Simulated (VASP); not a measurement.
# Ca (P6_3/mmc) in VASP: notebook

The runs below take Ca through single point, with PBE.

Program: VASP 6.6.1. These are calculated values, not measurements. Logs are shortened: lines on timing, memory, paths and dates and some standing lists are left out, and cuts for length are marked.

### 1 The cell of the first run

Symmetry: P6_3/mmc, No. 194, hexagonal system. The conventional cell has a = 4.202 Å, b = 4.202 Å, c = 5.851 Å, α = 90.00°, β = 90.00°, γ = 120.00°. Within 5.0 Å of Ca (site symmetry -6m2) lie 12 Ca at 3.80 to 4.20 Å.

### 2 Single point, PBE

Input file INCAR:

```
  PREC = Accurate
  ENCUT = 520
  EDIFF = 1E-6
  ISMEAR = 0
  SIGMA = 0.15
  LREAL = F
  LASPH = T
  NELM = 60
  ALGO = Fast
  ISIF = 2
  LWAVE = F
  LCHARG = T
  GGA = PE
  LELF = T
  LVHAR = T
  NBANDS = 17
```

Input file KPOINTS:

```
regular mesh
0
Gamma
  15 15 8
```

Input file POSCAR:

```
Ca
1.0
    4.2015549180      0.0000000000      0.0000000000
   -2.1007774590      3.6386532944      0.0000000000
    0.0000000000      0.0000000000      5.8505075779
Ca
2
Direct
    0.3333333333      0.6666666667      0.2500000000
    0.6666666667      0.3333333333      0.7500000000
```

Potentials or basis: VASP PAW PBE potentials, release 64 (Ca_sv).

Run with:

```console
$ cat potpaw_PBE.64/Ca_sv/POTCAR > POTCAR
$ mpirun -np 1 vasp_std > vasp.out
```

OUTCAR:

```text
PREC = Accurate
   ENCUT = 520
   EDIFF = 1E-6
   ISMEAR = 0
   LREAL = F
   LASPH = T
   NELM = 60
   ISIF = 2
   GGA = PE

 ion  position               nearest neighbor table
   1  0.333  0.667  0.250-
   2  0.667  0.333  0.750-

  LATTYP: Found a hexagonal cell.
 ALAT       =     4.2015549180
 C/A-ratio  =     1.3924624793

  Lattice vectors:

 A1 = (   4.2015549180,   0.0000000000,   0.0000000000)
 A2 = (  -2.1007774590,   3.6386532944,   0.0000000000)
 A3 = (   0.0000000000,   0.0000000000,   5.8505075779)

Analysis of symmetry for initial positions (statically):
=====================================================================
 Subroutine PRICEL returns:
 Original cell was already a primitive cell.

 Routine SETGRP: Setting up the symmetry group for a
 hexagonal supercell.

 Subroutine GETGRP returns: Found 24 space group operations
 (whereof 12 operations were pure point group operations)
 out of a pool of 24 trial point group operations.

The static configuration has the point symmetry D_3d.
 The point group associated with its full space group is D_6h.

Analysis of symmetry for dynamics (positions and initial velocities):
=====================================================================
 Subroutine PRICEL returns:
 Original cell was already a primitive cell.

 Routine SETGRP: Setting up the symmetry group for a
 hexagonal supercell.

 Subroutine GETGRP returns: Found 24 space group operations
 (whereof 12 operations were pure point group operations)
 out of a pool of 24 trial point group operations.

The dynamic configuration has the point symmetry D_3d.
 The point group associated with its full space group is D_6h.

 Subroutine INISYM returns: Found 24 space group operations
 (whereof 12 operations are pure point group operations),
 and found     1 'primitive' translations

----------------------------------------------------------------------------------------

                                     Primitive cell

  volume of cell :      89.4426

  direct lattice vectors                    reciprocal lattice vectors
     4.201554918  0.000000000  0.000000000     0.238007123  0.137413477  0.000000000
    -2.100777459  3.638653294  0.000000000     0.000000000  0.274826954  0.000000000
     0.000000000  0.000000000  5.850507578     0.000000000  0.000000000  0.170925341

  length of vectors
     4.201554918  4.201554918  5.850507578     0.274826954  0.274826954  0.170925341

  position of ions in fractional coordinates (direct lattice)
     0.333333333  0.666666667  0.250000000
     0.666666667  0.333333333  0.750000000

  ion indices of the primitive-cell ions
   primitive index   ion index
                 1           1
                 2           2

----------------------------------------------------------------------------------------

 KPOINTS: regular mesh

Automatic generation of k-mesh.
 Grid dimensions read from file:
 generate k-points for:   15   15    8

 Generating k-lattice:

  Cartesian coordinates                     Fractional coordinates (reciprocal lattice)
     0.015867142  0.009160898  0.000000000     0.066666667  0.000000000  0.000000000
     0.000000000  0.018321797  0.000000000     0.000000000  0.066666667  0.000000000
     0.000000000  0.000000000  0.021365668     0.000000000  0.000000000  0.125000000

  Length of vectors
     0.018321797  0.018321797  0.021365668

  Shift w.r.t. Gamma in fractional coordinates (k-lattice)
     0.000000000  0.000000000  0.000000000

 Subroutine IBZKPT returns following result:
 ===========================================

 Found    135 irreducible k-points:

 Following reciprocal coordinates:
            Coordinates               Weight
  0.000000  0.000000  0.000000      1.000000
  0.066667  0.000000  0.000000      6.000000
  0.133333 -0.000000  0.000000      6.000000
  0.200000 -0.000000  0.000000      6.000000
  0.266667 -0.000000  0.000000      6.000000
  0.333333  0.000000  0.000000      6.000000
[... 16 lines left out ...]
  0.333333  0.200000  0.000000     12.000000
  0.400000  0.200000  0.000000      6.000000
 [... further k-points ...]
   k-points           NKPTS =    135   k-points in BZ     NKDIM =    135   number of bands    NBANDS=     17
   number of dos      NEDOS =    301   number of ions     NIONS =      2
   total plane-waves  NPLWV =  49152
   dimension x,y,z NGX =    32 NGY =   32 NGZ =   48
   dimension x,y,z NGXF=    64 NGYF=   64 NGZF=   96
   ions per type =               2
   NGX,Y,Z   is equivalent  to a cutoff of  12.66, 12.66, 13.64 a.u.
   NGXF,Y,Z  is equivalent  to a cutoff of  25.32, 25.32, 27.28 a.u.
 SYSTEM =  unknown system
   PREC   = accura    normal or accurate (medium, high low for compatibility)
   ISTART =      0    job   : 0-new  1-cont  2-samecut
   ICHARG =      2    charge: 1-file 2-atom 10-const
   ISPIN  =      1    spin polarized calculation?
   LNONCOLLINEAR =      F non collinear calculations
   LSORBIT =      F    spin-orbit coupling
   LASPH  =      T    aspherical Exc in radial PAW
   ENCUT  =  520.0 eV  38.22 Ry    6.18 a.u.   7.81  7.81 10.88*2*pi/ulx,y,z
   NELM   =     60;   NELMIN=  2; NELMDL= -5     # of ELM steps
   EDIFF  = 0.1E-05   stopping-criterion for ELM
   LREAL  =      F    real-space projection
   EDIFFG = 0.1E-04   stopping-criterion for IOM
   NSW    =      0    number of steps for IOM
   IBRION =     -1    ionic relax: 0-MD 1-quasi-New 2-CG
   NFREE  =      0    steps in history (QN), initial steepest desc. (CG)
   ISIF   =      2    stress and relaxation
   ISYM   =      2    0-nonsym 1-usesym 2-fastsym
   POTIM  = 0.5000    time-step for ionic-motion
   TEBEG  =    0.0;   TEEND  =   0.0 temperature during run
   PSTRESS=    0.0 pullay stress
   NELECT =      20.0000    total number of electrons
   NUPDOWN=      -1.0000    fix difference up-down
   EMIN   =  10.00;   EMAX   =-10.00  energy-range for DOS
   EFERMI =   0.00;   METHOD = LEGACY
   ISMEAR =     0;   SIGMA  =   0.15  broadening in eV -4-tet -1-fermi 0-gaus
   EFERMI_NEDOS =   21; number of points for ismear=-14 and -15
   IALGO  =     68    algorithm
   IMIX   =      4    mixing-type and parameters
     AMIX     =   0.40;   BMIX     =  1.00
     AMIX_MAG =   1.60;   BMIX_MAG =  1.00
  volume/ion in A,a.u.               =      44.72       301.79
  Fermi-wavevector in a.u.,A,eV,Ry     =   0.993658  1.877741 13.433785  0.987355
  Thomas-Fermi vector in A             =   2.125555
   LORBIT       =      0    0 simple, 1 ext, 2 COOP (PROOUT), +10 PAW based schemes
   GGA     = PE    functional components
   LHFCALC =     F    Hartree Fock is set to
   AEXX    =    0.0000 exact exchange contribution
   IVDW    =     0    specifies the selected vdW correction
   LEPSILON=     F    determine dielectric tensor
   LRPA    =     F    only Hartree local field effects (RPA)
 non-spin polarized calculation
 RMM-DIIS sequential band-by-band and
 Gauss-broadening in eV      SIGMA  =   0.15
  energy-cutoff  :      520.00
  volume of cell :       89.44
 maximum number of plane-waves:      2439
 NGX is ok and might be reduce to    32

 number of electron      20.0000004 magnetization

 Free energy of the ion-electron system (eV)
  ---------------------------------------------------
  ext. energy  EPLUGINS =         0.00000000
  ---------------------------------------------------
  free energy    TOTEN  =        -3.74076839 eV

  energy without entropy =       -3.70940441  energy(sigma->0) =       -3.72508640

 E-fermi :   1.7636     XC(G=0):  -7.5514

 val. band max:        1.7572594572   @ k =   0.3333   0.0667   0.0000
 cond. band min:       1.7721950914   @ k =   0.2667   0.2667   0.1250
 fundamental gap:      0.0149356342
 Fermi energy:         1.7636268582

 k-point     1 :       0.0000    0.0000    0.0000
  band No.  band energies     occupation
      1     -40.4192      2.00000
      2     -40.3996      2.00000
      3     -21.4911      2.00000
      4     -21.3767      2.00000
      5     -21.3767      2.00000
      6     -21.3410      2.00000
[... 9 lines left out ...]
     16       4.2610      0.00000
     17       4.2686      0.00000

 k-point     2 :       0.0667    0.0000    0.0000
  band No.  band energies     occupation
      1     -40.4188      2.00000
      2     -40.3997      2.00000
      3     -21.4893      2.00000
      4     -21.3786      2.00000
      5     -21.3777      2.00000
      6     -21.3433      2.00000
[... 9 lines left out ...]
     16       4.2074      0.00000
     17       4.3481      0.00000

 k-point     3 :       0.1333   -0.0000    0.0000
  band No.  band energies     occupation
      1     -40.4179      2.00000
      2     -40.3998      2.00000
      3     -21.4841      2.00000
      4     -21.3840      2.00000
      5     -21.3804      2.00000
      6     -21.3496      2.00000
[... 9 lines left out ...]
     16       4.0619      0.00000
     17       4.4121      0.00000

 k-point     4 :       0.2000   -0.0000    0.0000
  band No.  band energies     occupation
      1     -40.4164      2.00000
      2     -40.4002      2.00000
      3     -21.4759      2.00000
      4     -21.3921      2.00000
      5     -21.3842      2.00000
      6     -21.3589      2.00000
[... 9 lines left out ...]
     16       4.1635      0.00000
     17       4.6350      0.00000
[... 343 lines left out ...]
      1     -40.4103      2.00000
      2     -40.4025      2.00000
      3     -21.4385      2.00000
      4     -21.4153      2.00000
      5     -21.4017      2.00000
      6     -21.3795      2.00000
[... 9 lines left out ...]
     16       5.1163      0.00000
     17       5.1763      0.00000

 k-point    23 :       0.3333    0.2000    0.0000
  band No.  band energies     occupation
      1     -40.4087      2.00000
      2     -40.4034      2.00000
      3     -21.4276      2.00000
      4     -21.4208      2.00000
      5     -21.3998      2.00000
      6     -21.3859      2.00000
[... 9 lines left out ...]
     16       5.2215      0.00000
     17       5.3701      0.00000

 k-point    24 :       0.4000    0.2000    0.0000
  band No.  band energies     occupation
      1     -40.4079      2.00000
      2     -40.4039      2.00000
      3     -21.4228      2.00000
      4     -21.4223      2.00000
      5     -21.3977      2.00000
      6     -21.3903      2.00000
[... 9 lines left out ...]
     16       5.2531      0.00000
     17       5.4836      0.00000

 [... further k-points ...]
[... 5 lines left out ...]
  --------------------------------------------------------------------------------------
  -------------------------------------------------------------------------------------
  Total       -0.9495687     -0.9495687      0.9659948      0.0000000     -0.0000000      0.0000000
  in kB      -17.0095448    -17.0095448     17.3037856      0.0000000     -0.0000000      0.0000000
  external PRESSURE =      -5.5717680 kB  Pullay stress =       0.0000000 kB

 VOLUME and BASIS-vectors are now :
 -----------------------------------------------------------------------------
  energy-cutoff  :      520.00
  volume of cell :       89.44
      direct lattice vectors                 reciprocal lattice vectors
     4.201554918  0.000000000  0.000000000     0.238007123  0.137413477  0.000000000
    -2.100777459  3.638653294  0.000000000     0.000000000  0.274826954  0.000000000
     0.000000000  0.000000000  5.850507578     0.000000000  0.000000000  0.170925341

 POSITION                                       TOTAL-FORCE (eV/Angst)
 -----------------------------------------------------------------------------------
     -0.00000      2.42577      1.46263         0.000000     -0.000000      0.000000
      2.10078      1.21288      4.38788        -0.000000      0.000000      0.000000
 -----------------------------------------------------------------------------------
    total drift:                                0.000000     -0.000000      0.000000

  FREE ENERGIE OF THE ION-ELECTRON SYSTEM (eV)
  ---------------------------------------------------
  free  energy   TOTEN  =        -3.7407683892 eV

  energy  without entropy=       -3.7094044069  energy(sigma->0) =       -3.72508640
```

It took 4.8 min on 1 thread of Intel Xeon Platinum 8259CL at 2.50GHz (Skylake/Cascade Lake), shared host; peak memory 0.33 GiB.

Results:

```yaml
Free_energy: -3.7408 eV
Pressure: -0.6 GPa
Band_gap_on_the_k_mesh: zero (band 10 reaches 1.91 eV, above the bottom of band 11 at 1.38 eV)
```

### 3 Single point, PBE

This run uses another cell than the first one, of the same volume but with other edges.

Input file INCAR:

```
PREC = Accurate
ENCUT = 520
EDIFF = 1E-6
ISMEAR = 0
SIGMA = 0.15
LREAL = F
LASPH = T
NELM = 100
ALGO = Fast
ISIF = 2
LWAVE = F
LCHARG = F
GGA = PE
NBANDS = 17
```

KPOINTS is that of step 2.

Input file POSCAR:

```
Ca
1.0
    4.0921707234      0.0000000000      0.0000000000
   -2.0460853617      3.5439238031      0.0000000000
    0.0000000000      0.0000000000      6.1674572423
Ca
2
Direct
    0.3333333333      0.6666666667      0.2500000000
    0.6666666667      0.3333333333      0.7500000000
```

Potentials or basis: VASP PAW PBE potentials, release 64 (Ca_sv).

Run with:

```console
$ cat potpaw_PBE.64/Ca_sv/POTCAR > POTCAR
$ mpirun -np 1 vasp_std > vasp.out
```

It took 4.3 min on 1 thread of Intel Xeon Platinum 8259CL at 2.50GHz (Skylake/Cascade Lake), shared host; peak memory 0.32 GiB.

Results (log left out):

* Free energy: -3.8205 eV
* Pressure: -0.7 GPa
* Band gap on the k mesh: zero (band 10 reaches 1.98 eV, above the bottom of band 11 at 1.48 eV)

Stress tensor (GPa, compression positive):
```
-1.36  0.00  0.00
 0.00 -1.36  0.00
 0.00  0.00  0.56
```

Levels at points of the mesh, in eV from the Fermi level:
```
           k point  band 6  band 7  band 8  band 9  band 10  band 11  band 12  band 13  band 14  band 15
(0.00, 0.00, 0.00)  -23.12  -23.12  -23.12   -3.98    -0.78     0.09     2.11     2.11     2.48     2.49
(0.00, 0.00, 0.50)  -23.14  -23.14  -23.14   -2.89    -2.89     1.59     1.59     2.04     2.04     2.04
```
